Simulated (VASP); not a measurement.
Ni, 1 atom in the cell. It takes space group Fm-3m (No. 225, cubic). The conventional cell has a = 3.475 Å, b = 3.475 Å, c = 3.475 Å, α = 90.00°, β = 90.00°, γ = 90.00°. Within 3.2 Å of Ni (site symmetry m-3m) lie 12 Ni at 2.46 Å. 

* Program: VASP 6.6.1
* Task: relaxation of cell and atoms
* Functional: PBE
* Potentials or basis: VASP PAW PBE potentials, release 64 (Ni)
* Cutoff: 600 eV
* k mesh: 10 × 10 × 10
* Occupations: gaussian, width 0.1 eV
* Spin: collinear spin, ferromagnetic start
* Starting moments: [0.81] μB
* Dipole correction: no
* Further INCAR settings: ALGO = Normal; EDIFF = 1e-07; IBRION = 2; EDIFFG = -0.05; NSW = 100; ISIF = 3

Potentials or basis: VASP PAW PBE potentials, release 64 (Ni).

Launch:

```console
$ cat potpaw_PBE.64/Ni/POTCAR > POTCAR
$ mpirun -np 1 vasp_std > vasp.out
```

Hardware: 1 thread of AMD EPYC 9R45 96-Core Processor (Zen 5), with other jobs on the host.

Question: How long does it take, and how much memory?

Answer: It took 16 s on 1 thread of AMD EPYC 9R45 96-Core Processor (Zen 5), with other jobs on the host, peak memory 0.11 GiB. Counts: scf iterations 34, k points 47, ion steps 3.
